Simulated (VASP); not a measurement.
# MgO (P4mm) in VASP: a series of runs, part 2 of 2

VASP 6.6.1.

**3. Single point, PBEsol (atom 1 (Mg) moved by +0.000 Å along [1 1 0] and -0.318 Å along [0 0 1])**

INCAR reads:

```
PREC     = Accurate       # precision mode
ENCUT    = 520            # plane-wave cutoff, eV
EDIFF    = 1E-7           # SCF threshold, eV
ISMEAR   = 0              # smearing method
SIGMA    = 0.05           # smearing width, eV
LREAL    = False          # projectors in reciprocal space
LASPH    = True           # aspherical terms in the spheres
NELM     = 80             # most SCF steps
ALGO     = Normal         # electronic algorithm
ISIF     = 2              # what is computed and relaxed
LWAVE    = False          # write WAVECAR
LCHARG   = False          # write CHGCAR
GGA      = PS             # functional
NBANDS   = 26             # bands
```

KPOINTS reads:

```
regular mesh
0
Gamma
  6 6 6
```

POSCAR reads:

```
MgO
1.0
    4.2149416169      0.0000000000      0.0000000000
    0.0000000000     -4.2149416169      0.0000000000
    0.0000000000      0.0000000000     -4.2149416169
Mg O
4 4
Direct
    0.0000000000      0.0000000000      0.0754458849
    0.5000000000      0.5000000000      0.0000000000
    0.5000000000      0.0000000000      0.5000000000
    0.0000000000      0.5000000000      0.5000000000
    0.5000000000      0.0000000000      0.0000000000
    0.0000000000      0.5000000000      0.0000000000
    0.0000000000      0.0000000000      0.5000000000
    0.5000000000      0.5000000000      0.5000000000
```

Potentials or basis: VASP PAW PBE potentials, release 64 (Mg, O).

Started as:

```bash
> cat potpaw_PBE.64/Mg/POTCAR potpaw_PBE.64/O/POTCAR > POTCAR
> mpirun -np 1 vasp_std > vasp.out
```

OUTCAR:

```text
PREC = Accurate
   ENCUT = 520
   EDIFF = 1E-7
   ISMEAR = 0
   LREAL = False
   LASPH = True
   NELM = 80
   ISIF = 2
   GGA = PS

 ion  position               nearest neighbor table
   1  0.000  0.000  0.075-   7 1.79   6 2.13   5 2.13   6 2.13   5 2.13   7 2.43   4 2.76   3 2.76
                             3 2.76   4 2.76   2 3.00   2 3.00   2 3.00   2 3.00   4 3.21   4 3.21
   2  0.500  0.500  0.000-   5 2.11   6 2.11   8 2.11   8 2.11   5 2.11   6 2.11   4 2.98   4 2.98
                             3 2.98   3 2.98   3 2.98   4 2.98   3 2.98   4 2.98   1 3.00   1 3.00
   3  0.500  0.000  0.500-   5 2.11   7 2.11   8 2.11   5 2.11   8 2.11   7 2.11   1 2.76   1 2.76
                             2 2.98   4 2.98   2 2.98   2 2.98   2 2.98   4 2.98   4 2.98   4 2.98
   4  0.000  0.500  0.500-   6 2.11   7 2.11   8 2.11   6 2.11   7 2.11   8 2.11   1 2.76   1 2.76
                             2 2.98   3 2.98   2 2.98   2 2.98   3 2.98   3 2.98   2 2.98   3 2.98
   5  0.500  0.000  0.000-   2 2.11   3 2.11   3 2.11   2 2.11   1 2.13   1 2.13
   6  0.000  0.500  0.000-   2 2.11   4 2.11   4 2.11   2 2.11   1 2.13   1 2.13
   7  0.000  0.000  0.500-   1 1.79   3 2.11   4 2.11   4 2.11   3 2.11   1 2.43
   8  0.500  0.500  0.500-   2 2.11   3 2.11   4 2.11   2 2.11   3 2.11   4 2.11

  LATTYP: Found a simple cubic cell.
 ALAT       =     4.2149416169

  Lattice vectors:

 A1 = (   4.2149416169,   0.0000000000,   0.0000000000)
 A2 = (   0.0000000000,  -4.2149416169,   0.0000000000)
 A3 = (   0.0000000000,   0.0000000000,  -4.2149416169)

Analysis of symmetry for initial positions (statically):
=====================================================================
 Subroutine PRICEL returns:
 Original cell was already a primitive cell.

 Routine SETGRP: Setting up the symmetry group for a
 simple cubic supercell.

 Subroutine GETGRP returns: Found  8 space group operations
 (whereof  8 operations were pure point group operations)
 out of a pool of 48 trial point group operations.

The static configuration has the point symmetry C_4v.

Analysis of symmetry for dynamics (positions and initial velocities):
[... 145 lines left out ...]
  Fermi-wavevector in a.u.,A,eV,Ry     =   1.233105  2.330230 20.688298  1.520547
  Thomas-Fermi vector in A             =   2.367848
   LORBIT       =      0    0 simple, 1 ext, 2 COOP (PROOUT), +10 PAW based schemes
   GGA     = PS    functional components
   LHFCALC =     F    Hartree Fock is set to
   AEXX    =    0.0000 exact exchange contribution
   IVDW    =     0    specifies the selected vdW correction
   LEPSILON=     F    determine dielectric tensor
   LRPA    =     F    only Hartree local field effects (RPA)
 non-spin polarized calculation
 Gauss-broadening in eV      SIGMA  =   0.05
  energy-cutoff  :      520.00
  volume of cell :       74.88
 maximum number of plane-waves:      2040
 NGX is ok and might be reduce to    32
   NGX = 15   NGY = 15   NGZ = 15

 number of electron      31.9999987 magnetization

 Free energy of the ion-electron system (eV)
  ---------------------------------------------------
  ext. energy  EPLUGINS =         0.00000000
  ---------------------------------------------------
  free energy    TOTEN  =       -49.44670476 eV

  energy without entropy =      -49.44670476  energy(sigma->0) =      -49.44670476

 E-fermi :   3.3031     XC(G=0): -11.2874

 val. band max:        3.0273285604   @ k =   0.0000   0.0000   0.0000
 cond. band min:       7.6284059185   @ k =   0.0000   0.0000   0.0000
 fundamental gap:      4.6010773581
 Fermi energy:         3.3031005585

 k-point     1 :       0.0000    0.0000    0.0000
  band No.  band energies     occupation
      1     -14.1740      2.00000
      2     -12.7211      2.00000
      3     -12.5725      2.00000
      4     -12.5023      2.00000
      5      -1.1061      2.00000
      6      -1.1061      2.00000
[... 685 lines left out ...]
     25      15.6005      0.00000
     26      15.7384      0.00000

 [... further k-points ...]
[... 5 lines left out ...]
  --------------------------------------------------------------------------------------
  -------------------------------------------------------------------------------------
  Total       -0.1414906     -0.1414906      4.2699537      0.0000000      0.0000000      0.0000000
  in kB       -3.0273564     -3.0273564     91.3606247      0.0000000      0.0000000      0.0000000
  external PRESSURE =      28.4353040 kB  Pullay stress =       0.0000000 kB

 VOLUME and BASIS-vectors are now :
 -----------------------------------------------------------------------------
  energy-cutoff  :      520.00
  volume of cell :       74.88
      direct lattice vectors                 reciprocal lattice vectors
     4.214941617  0.000000000  0.000000000     0.237251210  0.000000000  0.000000000
     0.000000000 -4.214941617  0.000000000     0.000000000 -0.237251210  0.000000000
     0.000000000  0.000000000 -4.214941617     0.000000000  0.000000000 -0.237251210

 POSITION                                       TOTAL-FORCE (eV/Angst)
 -----------------------------------------------------------------------------------
      0.00000      0.00000     -0.31800        -0.000000     -0.000000      4.543641
      2.10747     -2.10747      0.00000        -0.000000     -0.000000      0.226833
      2.10747      0.00000     -2.10747        -0.000000     -0.000000     -0.819159
      0.00000     -2.10747     -2.10747        -0.000000     -0.000000     -0.819159
      2.10747      0.00000      0.00000         0.000000     -0.000000     -0.493381
      0.00000     -2.10747      0.00000        -0.000000      0.000000     -0.493381
      0.00000      0.00000     -2.10747        -0.000000     -0.000000     -2.234760
      2.10747     -2.10747     -2.10747        -0.000000      0.000000      0.089365
 -----------------------------------------------------------------------------------
    total drift:                                0.000000     -0.000000      0.000290

  FREE ENERGIE OF THE ION-ELECTRON SYSTEM (eV)
  ---------------------------------------------------
  free  energy   TOTEN  =       -49.4467047616 eV

  energy  without entropy=      -49.4467047616  energy(sigma->0) =      -49.44670476
```

Run time: 26 s. Hardware: 1 thread of Intel Xeon 6975P-C (Granite Rapids), shared host; peak memory 0.2 GiB.

Results:

```yaml
Free_energy: -49.4467 eV
Pressure: 2.8 GPa
Largest_force: 4.544 eV/Å
Band_gap_on_the_k_mesh: 4.60 eV
```

Forces on the atoms (eV/Å):
```
Mg   0.000  0.000  4.544
Mg   0.000  0.000  0.227
Mg   0.000  0.000 -0.819
Mg   0.000  0.000 -0.819
O    0.000  0.000 -0.493
O    0.000  0.000 -0.493
O    0.000  0.000 -2.235
O    0.000  0.000  0.089
```

Caveat: the cell differs from its parent crystal (atom 1 (Mg) moved by +0.000 Å along [1 1 0] and -0.318 Å along [0 0 1]); the stress differs along the axes, from -0 to 9 GPa; the PAW data sets were made with another functional, which shifts forces and pressure a little.

**4. Single point, PBEsol (atom 1 (Mg) moved by +0.000 Å along [1 1 0] and -0.424 Å along [0 0 1])**

INCAR reads:

```
PREC     = Accurate       # precision mode
ENCUT    = 520            # plane-wave cutoff, eV
EDIFF    = 1E-6           # SCF threshold, eV
ISMEAR   = 0              # smearing method
SIGMA    = 0.05           # smearing width, eV
LREAL    = F              # projectors in reciprocal space
LASPH    = T              # aspherical terms in the spheres
NELM     = 100            # most SCF steps
ALGO     = Normal         # electronic algorithm
ISIF     = 2              # what is computed and relaxed
LWAVE    = F              # write WAVECAR
LCHARG   = T              # write CHGCAR
GGA      = PS             # functional
LELF     = T              # ELF
LVHAR    = T            
NBANDS   = 26             # bands
```

KPOINTS reads:

```
Automatic mesh
0
Gamma
  6 6 6
```

Edit POSCAR of step 3 so:

```diff
@@ -8,3 +8,3 @@
 Direct
-    0.0000000000      0.0000000000      0.0754458849
+    0.0000000000      0.0000000000      0.1005945132
     0.5000000000      0.5000000000      0.0000000000
```

Started as:

```bash
> cat potpaw_PBE.64/Mg/POTCAR potpaw_PBE.64/O/POTCAR > POTCAR
> mpirun -np 1 vasp_std > vasp.out
```

Wall time 24 s (1 thread of Intel Xeon 6975P-C (Granite Rapids), shared host); peak memory 0.2 GiB.

The run converged. Its results:

```
Free energy            : -48.8039 eV
Pressure               : 6.2 GPa
Largest force          : 7.847 eV/Å
Band gap on the k mesh : 4.57 eV
```

Forces in eV/Å, atoms in the order of the input:
```
Mg   0.000  0.000  7.847
Mg   0.000  0.000  0.291
Mg   0.000  0.000 -1.100
Mg   0.000  0.000 -1.100
O    0.000  0.000 -0.681
O    0.000  0.000 -0.681
O    0.000  0.000 -4.693
O    0.000  0.000  0.117
```

Stress tensor (GPa, compression positive):
```
 0.04  0.00  0.00
 0.00  0.04  0.00
 0.00  0.00 18.51
```

Levels at points of the mesh, in eV from the valence-band top:
```
           k point  band 14  band 15  band 16  band 17  band 18  band 19
(0.00, 0.00, 0.00)    -0.03     0.00     0.00     4.57     8.87     9.00
(0.50, 0.00, 0.00)    -0.73    -0.71    -0.70     7.94     7.95    10.66
(0.00, 0.00, 0.50)    -0.94    -0.57    -0.57     7.56     8.08    10.39
(0.50, 0.50, 0.00)    -0.84    -0.53    -0.39     9.24     9.27     9.36
(0.00, 0.50, 0.50)    -0.65    -0.61    -0.56     8.99     9.12     9.49
(0.50, 0.50, 0.50)    -0.63    -0.53    -0.39     7.61     7.64     7.81
```

Caveat: the cell differs from its parent crystal (atom 1 (Mg) moved by +0.000 Å along [1 1 0] and -0.424 Å along [0 0 1]); the stress differs along the axes, from 0 to 19 GPa; the PAW data sets were made with another functional, which shifts forces and pressure a little.

**5. Single point, PBEsol (atom 1 (Mg) moved by +0.000 Å along [1 1 0] and -0.212 Å along [0 0 1])**

INCAR reads:

```
SYSTEM = MgO
  ALGO = Normal
  EDIFF = 1E-6
  ENCUT = 520
  GGA = PS
  ISIF = 2
  ISMEAR = 0
  LASPH = .True.
  LCHARG = .True.
  LELF = .True.
  LREAL = .False.
  LVHAR = .True.
  LWAVE = .False.
  NBANDS = 26
  NELM = 100
  PREC = Accurate
  SIGMA = 0.05
```

KPOINTS reads:

```
k-points
0
Gamma
  6 6 6
  0 0 0
```

Edit POSCAR of step 4 so:

```diff
@@ -8,3 +8,3 @@
 Direct
-    0.0000000000      0.0000000000      0.1005945132
+    0.0000000000      0.0000000000      0.0502972566
     0.5000000000      0.5000000000      0.0000000000
```

Potentials or basis: VASP PAW PBE potentials, release 64 (Mg, O).

Started as:

```bash
> cat potpaw_PBE.64/Mg/POTCAR potpaw_PBE.64/O/POTCAR > POTCAR
> mpirun -np 1 vasp_std > vasp.out
```

OUTCAR:

```text
SYSTEM = MgO
   EDIFF = 1E-6
   ENCUT = 520
   GGA = PS
   ISIF = 2
   ISMEAR = 0
   LASPH = .True.
   LREAL = .False.
   NELM = 100
   PREC = Accurate

 ion  position               nearest neighbor table
   1  0.000  0.000  0.050-   7 1.90   6 2.12   5 2.12   6 2.12   5 2.12   7 2.32   4 2.83   3 2.83
                             3 2.83   4 2.83   2 2.99   2 2.99   2 2.99   2 2.99   4 3.13   4 3.13
   2  0.500  0.500  0.000-   5 2.11   6 2.11   8 2.11   8 2.11   5 2.11   6 2.11   4 2.98   4 2.98
                             3 2.98   3 2.98   3 2.98   4 2.98   3 2.98   4 2.98   1 2.99   1 2.99
   3  0.500  0.000  0.500-   5 2.11   7 2.11   8 2.11   5 2.11   8 2.11   7 2.11   1 2.83   1 2.83
                             2 2.98   4 2.98   2 2.98   2 2.98   2 2.98   4 2.98   4 2.98   4 2.98
   4  0.000  0.500  0.500-   6 2.11   7 2.11   8 2.11   6 2.11   7 2.11   8 2.11   1 2.83   1 2.83
                             2 2.98   3 2.98   2 2.98   2 2.98   3 2.98   3 2.98   2 2.98   3 2.98
   5  0.500  0.000  0.000-   2 2.11   3 2.11   3 2.11   2 2.11   1 2.12   1 2.12
   6  0.000  0.500  0.000-   2 2.11   4 2.11   4 2.11   2 2.11   1 2.12   1 2.12
   7  0.000  0.000  0.500-   1 1.90   3 2.11   4 2.11   4 2.11   3 2.11   1 2.32
   8  0.500  0.500  0.500-   2 2.11   3 2.11   4 2.11   2 2.11   3 2.11   4 2.11

  LATTYP: Found a simple cubic cell.
 ALAT       =     4.2149416169

  Lattice vectors:

[... 197 lines left out ...]

 k-point     1 :       0.0000    0.0000    0.0000
  band No.  band energies     occupation
      1     -14.1555      2.00000
      2     -12.6398      2.00000
      3     -12.5714      2.00000
      4     -12.5393      2.00000
      5      -1.0934      2.00000
      6      -1.0934      2.00000
[... 685 lines left out ...]
     25      15.6112      0.00000
     26      15.7346      0.00000

 [... further k-points ...]
[... 5 lines left out ...]
  --------------------------------------------------------------------------------------
  -------------------------------------------------------------------------------------
  Total       -0.2276728     -0.2276728      1.6061716      0.0000000      0.0000000      0.0000000
  in kB       -4.8713237     -4.8713237     34.3659088      0.0000000      0.0000000      0.0000000
  external PRESSURE =       8.2077538 kB  Pullay stress =       0.0000000 kB

 VOLUME and BASIS-vectors are now :
 -----------------------------------------------------------------------------
  energy-cutoff  :      520.00
  volume of cell :       74.88
      direct lattice vectors                 reciprocal lattice vectors
     4.214941617  0.000000000  0.000000000     0.237251210  0.000000000  0.000000000
     0.000000000 -4.214941617  0.000000000     0.000000000 -0.237251210  0.000000000
     0.000000000  0.000000000 -4.214941617     0.000000000  0.000000000 -0.237251210

 POSITION                                       TOTAL-FORCE (eV/Angst)
 -----------------------------------------------------------------------------------
      0.00000      0.00000     -0.21200        -0.000000     -0.000000      2.467391
      2.10747     -2.10747      0.00000         0.000000     -0.000000      0.155560
      2.10747      0.00000     -2.10747         0.000000     -0.000000     -0.542797
      0.00000     -2.10747     -2.10747        -0.000000     -0.000000     -0.542797
      2.10747      0.00000      0.00000         0.000000     -0.000000     -0.319389
      0.00000     -2.10747      0.00000         0.000000     -0.000000     -0.319389
      0.00000      0.00000     -2.10747         0.000000     -0.000000     -0.958950
      2.10747     -2.10747     -2.10747         0.000000      0.000000      0.060372
 -----------------------------------------------------------------------------------
    total drift:                                0.000000     -0.000000     -0.000347

  FREE ENERGIE OF THE ION-ELECTRON SYSTEM (eV)
  ---------------------------------------------------
  free  energy   TOTEN  =       -49.8101215407 eV

  energy  without entropy=      -49.8101215407  energy(sigma->0) =      -49.81012154
```

Wall time 24 s (1 thread of Intel Xeon 6975P-C (Granite Rapids), shared host); peak memory 0.2 GiB.

Results:

```yaml
Free_energy: -49.8101 eV
Pressure: 0.8 GPa
Largest_force: 2.467 eV/Å
Band_gap_on_the_k_mesh: 4.61 eV
```

Forces in eV/Å, atoms in the order of the input:
```
Mg   0.000  0.000  2.467
Mg   0.000  0.000  0.156
Mg   0.000  0.000 -0.543
Mg   0.000  0.000 -0.543
O    0.000  0.000 -0.319
O    0.000  0.000 -0.319
O    0.000  0.000 -0.959
O    0.000  0.000  0.060
```

Levels at points of the mesh, in eV from the valence-band top:
```
           k point  band 12  band 13  band 14  band 15  band 16  band 17  band 18  band 19  band 20  band 21
(0.00, 0.00, 0.00)    -1.34    -1.34    -0.01     0.00     0.00     4.61     8.91     8.94     8.94     9.76
(0.50, 0.00, 0.00)    -1.76    -0.76    -0.75    -0.73    -0.73     7.96     7.97    10.86    10.94    11.33
(0.00, 0.00, 0.50)    -1.78    -0.79    -0.79    -0.69    -0.69     7.82     8.04    10.69    11.26    11.26
(0.50, 0.50, 0.00)    -2.00    -0.70    -0.70    -0.62    -0.59     9.32     9.35     9.36     9.36    11.45
(0.00, 0.50, 0.50)    -1.94    -0.68    -0.66    -0.64    -0.64     9.23     9.24     9.41     9.49    11.38
(0.50, 0.50, 0.50)    -0.65    -0.65    -0.65    -0.62    -0.59     7.70     7.72     7.76     7.76    12.36
```

Caveat: the cell differs from its parent crystal (atom 1 (Mg) moved by +0.000 Å along [1 1 0] and -0.212 Å along [0 0 1]); the PAW data sets were made with another functional, which shifts forces and pressure a little.

**6. Summary**

```tsv
cell	gap on the mesh (eV)	pressure (GPa)	largest force (eV/Å)
as given, atomic positions A	4.52	11.4	13.17
as given, atomic positions B	4.60	2.8	4.54
as given, atomic positions C	4.57	6.2	7.85
as given, atomic positions D	4.61	0.8	2.47
```

Alike in all rows: task single point; level PBEsol; potentials or basis VASP PAW PBE potentials, release 64 (Mg, O); no spin polarisation; k mesh 6 × 6 × 6; cutoff (eV) 520; smearing gaussian 0.05 eV.

Caveats: the PAW data sets were made with another functional, which shifts forces and pressure a little; the stress differs along the axes, from 1 to 33 GPa (at least some runs); the stress differs along the axes, from -0 to 9 GPa (at least some runs); the stress differs along the axes, from 0 to 19 GPa (at least some runs).

Absolute energies hang on the potentials; compare differences alone.
